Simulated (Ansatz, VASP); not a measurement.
P2C2O in VASP and in Ansatz

INCAR

```
ALGO = Normal ; EDIFF = 1E-6
ENCUT = 520 ; GGA = PE
ISIF = 2 ; ISMEAR = 0
ISPIN = 2 ; IVDW = 12
LASPH = T ; LCHARG = F
LORBIT = 11 ; LREAL = F
LWAVE = F ; MAGMOM = 0 0 1 1 1
NBANDS = 24 ; NELM = 150
PREC = Accurate ; SIGMA = 0.1
```

KPOINTS

```
k-points
0
Gamma
  6 6 6
```

Contents of POSCAR:

```
P2C2O
1.0
   -1.7871570000      1.7871570000      5.6882228400
    1.7871570000     -1.7871570000      5.6882228400
    1.7871570000      1.7871570000     -5.6882228400
P C O
2 2 1
Direct
    0.6600390700      0.6600390700      0.0000000000
    0.3399609300      0.3399609300      0.0000000000
    0.7500000000      0.2500000000      0.5000000000
    0.2500000000      0.7500000000      0.5000000000
    0.0000000000      0.0000000000      0.0000000000
```

Input for Ansatz:

```yaml
crystal:
  lattice:
    - [-1.787157, 1.787157, 5.68822284]
    - [1.787157, -1.787157, 5.68822284]
    - [1.787157, 1.787157, -5.68822284]
  atoms:
    - { symbol: P, position: [0.66003907, 0.66003907, 0.0] }
    - { symbol: P, position: [0.33996093, 0.33996093, 0.0] }
    - { symbol: C, position: [0.75, 0.25, 0.5], spin: 1.0 }
    - { symbol: C, position: [0.25, 0.75, 0.5], spin: 1.0 }
    - { symbol: O, position: [0.0, 0.0, 0.0], spin: 1.0 }
basis:
  ecutwfc: 420
kpoints:
  mp_grid: { grid: [6, 6, 6] }
hamiltonian:
  xc: pbe
  dispersion: d3bj
scf:
  occupations: { method: gaussian, width: 0.1 }
  lower_state_search: "off"
output:
  forces: true
  stress: true
  eigenvalues: true
  populations: true
magnetization:
  spin_polarized: true
```

Change from the starting cell: species swapped into the Nd2TeO2 type (I4/mmm, No. 139).

Alike in both runs: task single point; functional PBE; dispersion D3(BJ); k mesh 6 × 6 × 6; occupations gaussian, width 0.1 eV; collinear spin.

|  | VASP | Ansatz |
| --- | --- | --- |
| version | VASP 6.6.1 | Ansatz 0.2.0 |
| potentials or method | VASP PAW PBE potentials, release 64 (P, C, O), cutoff 520 eV | scalar-relativistic, plane waves, PAW |
| valence electrons in the cell | 24 | 24 |

|  | VASP | Ansatz | Ansatz less VASP |
| --- | --- | --- | --- |
| gap on the k mesh at the Fermi level (eV) | none | none | - |
| pressure (GPa) | -17.1 | -16.9 | +0.14 |
| traceless stress, the component that is largest in VASP (GPa) | 4.87 | 4.76 | -0.109 |
| rms of the force components (eV/Å) | 0.501 | 0.497 | -0.0038 |
| net moment per atom (μB) | 0.29 | 0.29 | 0.000 |
| size of the moment on the site where the two differ most (μB) | 1.11 | 1.37 | +0.259 |

Site moments also hang on the region over which each program counts them. Atom by atom the forces differ by 0.004 eV/Å (rms over components). A gap of «none» marks a metal or a gap that the smearing closes.

The k mesh is coarse, so the values compare programs but aren't converged.
